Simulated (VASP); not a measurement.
# Li (P4_2/mmc) in VASP: single point with PBE

Aim: the single point of Li with PBE.

All numbers are computed with VASP 6.6.1; they aren't measurements. Logs are shortened: lines on timing, memory, paths and dates and some standing lists are left out, and cuts for length are marked.

## Step 1: The cell of the first run

Symmetry: P4_2/mmc, No. 131, tetragonal system. Conventional cell: a = 4.906 Å, b = 4.906 Å, c = 5.348 Å, α = 90.00°, β = 90.00°, γ = 90.00°. Li (site symmetry 2mm) has 3 Li at 2.22 to 2.46 Å within 2.9 Å. Li (site symmetry -4m2) has 6 Li at 2.46 to 2.67 Å within 3.3 Å.

## Step 2: Single point, PBE

Contents of INCAR:

```
SYSTEM = Li
PREC = Accurate
ENCUT = 520
EDIFF = 1E-6
ISMEAR = 0
SIGMA = 0.1
LREAL = .False.
LASPH = .True.
NELM = 100
ALGO = Normal
ISIF = 2
LWAVE = .False.
LCHARG = .False.
GGA = PE
NBANDS = 18
```

Contents of KPOINTS:

```
Automatic mesh
0
Gamma
  4 4 4
  0 0 0
```

Contents of POSCAR:

```
Li
1.0
    4.9058853900      0.0000000000      0.0000000000
    0.0000000000      4.9058853900      0.0000000000
    0.0000000000      0.0000000000      5.3481609200
Li
6
Direct
    0.5000000000      0.0000000000      0.7072967400
    0.0000000000      0.5000000000      0.7927032600
    0.0000000000      0.5000000000      0.2072967400
    0.5000000000      0.0000000000      0.2927032600
    0.5000000000      0.5000000000      0.7500000000
    0.5000000000      0.5000000000      0.2500000000
```

Potentials or basis: VASP PAW PBE potentials, release 64 (Li_sv).

Started as:

```sh
$ cat potpaw_PBE.64/Li_sv/POTCAR > POTCAR
$ mpirun -np 1 vasp_std > vasp.out
```

OUTCAR:

```text
SYSTEM = Li
   PREC = Accurate
   ENCUT = 520
   EDIFF = 1E-6
   ISMEAR = 0
   LREAL = .False.
   LASPH = .True.
   NELM = 100
   ISIF = 2
   GGA = PE

 ion  position               nearest neighbor table
   1  0.500  0.000  0.707-   4 2.22   5 2.46   5 2.46
   2  0.000  0.500  0.793-   3 2.22   5 2.46   5 2.46
   3  0.000  0.500  0.207-   2 2.22   6 2.46   6 2.46
   4  0.500  0.000  0.293-   1 2.22   6 2.46   6 2.46
   5  0.500  0.500  0.750-   1 2.46   2 2.46   1 2.46   2 2.46
   6  0.500  0.500  0.250-   3 2.46   4 2.46   4 2.46   3 2.46

  LATTYP: Found a simple tetragonal cell.
 ALAT       =     4.9058853900
 C/A-ratio  =     1.0901520306

  Lattice vectors:

 A1 = (   4.9058853900,   0.0000000000,   0.0000000000)
 A2 = (   0.0000000000,   4.9058853900,   0.0000000000)
 A3 = (   0.0000000000,   0.0000000000,   5.3481609200)

Analysis of symmetry for initial positions (statically):
=====================================================================
 Subroutine PRICEL returns:
 Original cell was already a primitive cell.

 Routine SETGRP: Setting up the symmetry group for a
 simple tetragonal supercell.

 Subroutine GETGRP returns: Found 16 space group operations
 (whereof  8 operations were pure point group operations)
 out of a pool of 16 trial point group operations.

The static configuration has the point symmetry D_2h.
 The point group associated with its full space group is D_4h.

Analysis of symmetry for dynamics (positions and initial velocities):
=====================================================================
 Subroutine PRICEL returns:
 Original cell was already a primitive cell.

 Routine SETGRP: Setting up the symmetry group for a
 simple tetragonal supercell.

 Subroutine GETGRP returns: Found 16 space group operations
 (whereof  8 operations were pure point group operations)
 out of a pool of 16 trial point group operations.

The dynamic configuration has the point symmetry D_2h.
 The point group associated with its full space group is D_4h.

 Subroutine INISYM returns: Found 16 space group operations
 (whereof  8 operations are pure point group operations),
 and found     1 'primitive' translations

----------------------------------------------------------------------------------------

                                     Primitive cell

  volume of cell :     128.7180

  direct lattice vectors                    reciprocal lattice vectors
     4.905885390  0.000000000  0.000000000     0.203836804  0.000000000  0.000000000
     0.000000000  4.905885390  0.000000000     0.000000000  0.203836804  0.000000000
     0.000000000  0.000000000  5.348160920     0.000000000  0.000000000  0.186980163

  length of vectors
     4.905885390  4.905885390  5.348160920     0.203836804  0.203836804  0.186980163

  position of ions in fractional coordinates (direct lattice)
     0.500000000  0.000000000  0.707296740
     0.000000000  0.500000000  0.792703260
     0.000000000  0.500000000  0.207296740
     0.500000000  0.000000000  0.292703260
     0.500000000  0.500000000  0.750000000
     0.500000000  0.500000000  0.250000000

  ion indices of the primitive-cell ions
   primitive index   ion index
                 1           1
                 2           2
                 3           3
                 4           4
                 5           5
                 6           6

----------------------------------------------------------------------------------------

 KPOINTS: Automatic mesh

Automatic generation of k-mesh.
 Grid dimensions read from file:
 generate k-points for:    4    4    4

 Generating k-lattice:

  Cartesian coordinates                     Fractional coordinates (reciprocal lattice)
     0.050959201  0.000000000  0.000000000     0.250000000  0.000000000  0.000000000
     0.000000000  0.050959201  0.000000000     0.000000000  0.250000000  0.000000000
     0.000000000  0.000000000  0.046745041     0.000000000  0.000000000  0.250000000

  Length of vectors
     0.050959201  0.050959201  0.046745041

  Shift w.r.t. Gamma in fractional coordinates (k-lattice)
     0.000000000  0.000000000  0.000000000

 Subroutine IBZKPT returns following result:
 ===========================================

 Found     18 irreducible k-points:

 Following reciprocal coordinates:
            Coordinates               Weight
  0.000000  0.000000  0.000000      1.000000
  0.250000  0.000000  0.000000      4.000000
  0.500000  0.000000  0.000000      2.000000
  0.250000  0.250000  0.000000      4.000000
  0.500000  0.250000  0.000000      4.000000
  0.500000  0.500000  0.000000      1.000000
[... 10 lines left out ...]
  0.500000  0.250000  0.500000      4.000000
  0.500000  0.500000  0.500000      1.000000
   k-points           NKPTS =     18   k-points in BZ     NKDIM =     18   number of bands    NBANDS=     18
   number of dos      NEDOS =    301   number of ions     NIONS =      6
   total plane-waves  NPLWV =  51840
   dimension x,y,z NGX =    36 NGY =   36 NGZ =   40
   dimension x,y,z NGXF=    72 NGYF=   72 NGZF=   80
   ions per type =               6
   NGX,Y,Z   is equivalent  to a cutoff of  12.20, 12.20, 12.43 a.u.
   NGXF,Y,Z  is equivalent  to a cutoff of  24.40, 24.40, 24.87 a.u.
 SYSTEM =  Li
   PREC   = accura    normal or accurate (medium, high low for compatibility)
   ISTART =      0    job   : 0-new  1-cont  2-samecut
   ICHARG =      2    charge: 1-file 2-atom 10-const
   ISPIN  =      1    spin polarized calculation?
   LNONCOLLINEAR =      F non collinear calculations
   LSORBIT =      F    spin-orbit coupling
   LASPH  =      T    aspherical Exc in radial PAW
   ENCUT  =  520.0 eV  38.22 Ry    6.18 a.u.   9.12  9.12  9.94*2*pi/ulx,y,z
   NELM   =    100;   NELMIN=  2; NELMDL= -5     # of ELM steps
   EDIFF  = 0.1E-05   stopping-criterion for ELM
   LREAL  =      F    real-space projection
   EDIFFG = 0.1E-04   stopping-criterion for IOM
   NSW    =      0    number of steps for IOM
   IBRION =     -1    ionic relax: 0-MD 1-quasi-New 2-CG
   NFREE  =      0    steps in history (QN), initial steepest desc. (CG)
   ISIF   =      2    stress and relaxation
   ISYM   =      2    0-nonsym 1-usesym 2-fastsym
   POTIM  = 0.5000    time-step for ionic-motion
   TEBEG  =    0.0;   TEEND  =   0.0 temperature during run
   PSTRESS=    0.0 pullay stress
   NELECT =      18.0000    total number of electrons
   NUPDOWN=      -1.0000    fix difference up-down
   EMIN   =  10.00;   EMAX   =-10.00  energy-range for DOS
   EFERMI =   0.00;   METHOD = LEGACY
   ISMEAR =     0;   SIGMA  =   0.10  broadening in eV -4-tet -1-fermi 0-gaus
   EFERMI_NEDOS =   21; number of points for ismear=-14 and -15
   IALGO  =     38    algorithm
   IMIX   =      4    mixing-type and parameters
     AMIX     =   0.40;   BMIX     =  1.00
     AMIX_MAG =   1.60;   BMIX_MAG =  1.00
  volume/ion in A,a.u.               =      21.45       144.77
  Fermi-wavevector in a.u.,A,eV,Ry     =   0.849740  1.605775  9.824190  0.722058
  Thomas-Fermi vector in A             =   1.965608
   LORBIT       =      0    0 simple, 1 ext, 2 COOP (PROOUT), +10 PAW based schemes
   GGA     = PE    functional components
   LHFCALC =     F    Hartree Fock is set to
   AEXX    =    0.0000 exact exchange contribution
   IVDW    =     0    specifies the selected vdW correction
   LEPSILON=     F    determine dielectric tensor
   LRPA    =     F    only Hartree local field effects (RPA)
 non-spin polarized calculation
 Gauss-broadening in eV      SIGMA  =   0.10
  energy-cutoff  :      520.00
  volume of cell :      128.72
 maximum number of plane-waves:      3484
   NGX = 19   NGY = 19   NGZ = 19

 number of electron      18.0000041 magnetization

 Free energy of the ion-electron system (eV)
  ---------------------------------------------------
  ext. energy  EPLUGINS =         0.00000000
  ---------------------------------------------------
  free energy    TOTEN  =        -8.92414990 eV

  energy without entropy =       -8.91307230  energy(sigma->0) =       -8.91861110

 E-fermi :   0.3033     XC(G=0):  -6.8005

 val. band max:        0.2073045794   @ k =   0.5000   0.2500   0.2500
 cond. band min:       0.3345600145   @ k =   0.5000   0.2500   0.0000
 fundamental gap:      0.1272554351
 Fermi energy:         0.3033176855

 k-point     1 :       0.0000    0.0000    0.0000
  band No.  band energies     occupation
      1     -46.8087      2.00000
      2     -46.8038      2.00000
      3     -46.7355      2.00000
      4     -46.7311      2.00000
      5     -46.1129      2.00000
      6     -46.0875      2.00000
[... 10 lines left out ...]
     17       5.6853      0.00000
     18       5.6853      0.00000

 k-point     2 :       0.2500    0.0000    0.0000
  band No.  band energies     occupation
      1     -46.8077      2.00000
      2     -46.8042      2.00000
      3     -46.7346      2.00000
      4     -46.7314      2.00000
      5     -46.1136      2.00000
      6     -46.0880      2.00000
[... 10 lines left out ...]
     17       4.8413      0.00000
     18       5.5477      0.00000

 k-point     3 :       0.5000    0.0000    0.0000
  band No.  band energies     occupation
      1     -46.8062      2.00000
      2     -46.8051      2.00000
      3     -46.7333      2.00000
      4     -46.7322      2.00000
      5     -46.1142      2.00000
      6     -46.0886      2.00000
[... 10 lines left out ...]
     17       4.9948      0.00000
     18       5.6877      0.00000

 k-point     4 :       0.2500    0.2500    0.0000
  band No.  band energies     occupation
      1     -46.8069      2.00000
      2     -46.8045      2.00000
      3     -46.7339      2.00000
      4     -46.7316      2.00000
      5     -46.1142      2.00000
      6     -46.0887      2.00000
[... 249 lines left out ...]
      4     -46.7349      2.00000
      5     -46.1014      2.00000
      6     -46.1014      2.00000
[... 10 lines left out ...]
     17       6.6334      0.00000
     18       6.6342      0.00000

 k-point    17 :       0.5000    0.2500    0.5000
  band No.  band energies     occupation
      1     -46.8035      2.00000
      2     -46.8030      2.00000
      3     -46.7349      2.00000
      4     -46.7344      2.00000
      5     -46.1021      2.00000
      6     -46.1021      2.00000
[... 10 lines left out ...]
     17       6.6081      0.00000
     18       7.2229      0.00000

 k-point    18 :       0.5000    0.5000    0.5000
  band No.  band energies     occupation
      1     -46.8030      2.00000
      2     -46.8030      2.00000
      3     -46.7343      2.00000
      4     -46.7343      2.00000
      5     -46.1027      2.00000
      6     -46.1027      2.00000
[... 10 lines left out ...]
     17       7.6701      0.00000
     18       7.6701      0.00000

------------------------ aborting loop because EDIFF is reached ----------------------------------------

  FORCE on cell =-STRESS in cart. coord.  units (eV):
  Direction    XX          YY          ZZ          XY          YZ          ZX
  --------------------------------------------------------------------------------------
  -------------------------------------------------------------------------------------
  Total        2.0230498      2.0230498      2.7794400     -0.0000000      0.0000000      0.0000000
  in kB       25.1812849     25.1812849     34.5962179     -0.0000000      0.0000000      0.0000000
  external PRESSURE =      28.3195959 kB  Pullay stress =       0.0000000 kB

 VOLUME and BASIS-vectors are now :
 -----------------------------------------------------------------------------
  energy-cutoff  :      520.00
  volume of cell :      128.72
      direct lattice vectors                 reciprocal lattice vectors
     4.905885390  0.000000000  0.000000000     0.203836804  0.000000000  0.000000000
     0.000000000  4.905885390  0.000000000     0.000000000  0.203836804  0.000000000
     0.000000000  0.000000000  5.348160920     0.000000000  0.000000000  0.186980163

 POSITION                                       TOTAL-FORCE (eV/Angst)
 -----------------------------------------------------------------------------------
      2.45294      0.00000      3.78274        -0.000000     -0.000000      1.111951
      0.00000      2.45294      4.23950        -0.000000     -0.000000     -1.111951
      0.00000      2.45294      1.10866        -0.000000     -0.000000      1.111951
      2.45294      0.00000      1.56542        -0.000000     -0.000000     -1.111951
      2.45294      2.45294      4.01112        -0.000000     -0.000000      0.000000
      2.45294      2.45294      1.33704         0.000000      0.000000      0.000000
 -----------------------------------------------------------------------------------
    total drift:                                0.000000      0.000000     -0.000000

  FREE ENERGIE OF THE ION-ELECTRON SYSTEM (eV)
  ---------------------------------------------------
  free  energy   TOTEN  =        -8.9241499023 eV

  energy  without entropy=       -8.9130722998  energy(sigma->0) =       -8.91861110
```

It took 38 s on 1 thread of AMD EPYC 7R43 (Zen 3), shared host; peak memory 0.16 GiB.

What came out:

```yaml
Free_energy: -8.9241 eV
Largest_force: 1.112 eV/Å
Band_gap_on_the_k_mesh: zero (band 9 reaches 1.46 eV, above the bottom of band 10 at -0.55 eV)
```

Forces in eV/Å, atoms in the order of the input:
```
Li   0.000  0.000  1.112
Li   0.000  0.000 -1.112
Li   0.000  0.000  1.112
Li   0.000  0.000 -1.112
Li   0.000  0.000  0.000
Li   0.000  0.000  0.000
```

Caveat: the cutoff is under 1.25 times the usual one of these potentials, so pressure, stress and relaxed cells hold a basis-set (Pulay) error; forces of over 1 eV/Å act on the atoms, so gaps and moduli don't describe the material at rest.
